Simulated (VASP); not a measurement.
A run of VASP 6.6.1 is set up as follows.

File INCAR:

```
  PREC = Accurate
  ENCUT = 520
  EDIFF = 1E-7
  ISMEAR = 0
  SIGMA = 0.02
  LREAL = False
  LASPH = True
  NELM = 100
  ALGO = Normal
  ISIF = 2
  LWAVE = False
  LCHARG = False
  GGA = PE
  NELECT = 104.0
  NBANDS = 64
```

Contents of KPOINTS:

```
regular mesh
0
Gamma
  3 3 3
```

Contents of POSCAR:

```
Sn4HO8
1.0
   -4.8265176449      0.0000000000      3.2381666583
    4.8265176449      0.0000000000      3.2381666583
    0.0000000000      4.8283676020     -3.2381666583
Sn O H
4 8 1
Direct
    0.2311449394      0.7541963785      0.4841222112
    0.7621512892      0.2469564462      0.5078886287
    0.0061068260      0.0044460013      0.0018426517
    0.4986159117      0.4969550869      0.0018426517
   -0.0367721681      0.3028764400      0.2728642698
    0.4712069366      0.8108555447      0.2728642698
    0.9298108577      0.7757343465      0.2043259920
    0.4531630675      0.3117271399      0.2636711007
    0.5421761134      0.6783608429      0.7193178495
    0.0645674228      0.2261771086      0.7895252214
    1.0349721492      0.6985463616      0.7226295277
    0.5253024273      0.1888766397      0.7226295277
    0.5084336136      0.5226614700      0.5298759769
```

Potentials or basis: VASP PAW PBE potentials, release 64 (Sn_d, O, H).

Run with:

```bash
$ cat potpaw_PBE.64/Sn_d/POTCAR potpaw_PBE.64/O/POTCAR potpaw_PBE.64/H/POTCAR > POTCAR
$ mpirun -np 1 vasp_std > vasp.out
```

Problem. Estimate the largest force.

Solution. 0.572 eV/Å.

Forces in eV/Å, atoms in the order of the input:
```
Sn   0.033 -0.064  0.000
Sn   0.021 -0.067  0.000
Sn  -0.071  0.054  0.084
Sn  -0.071  0.054 -0.084
O   -0.034 -0.036  0.040
O   -0.034 -0.036 -0.040
O    0.040 -0.044  0.000
O   -0.165 -0.242  0.000
O    0.038  0.011  0.000
O    0.031 -0.069  0.000
O    0.007 -0.048 -0.019
O    0.007 -0.048  0.019
H    0.200  0.536  0.000
```

Caveat: the k points lie up to 0.45 Å⁻¹ apart; the cell carries a net charge on a neutralising background, which shifts energy and pressure.
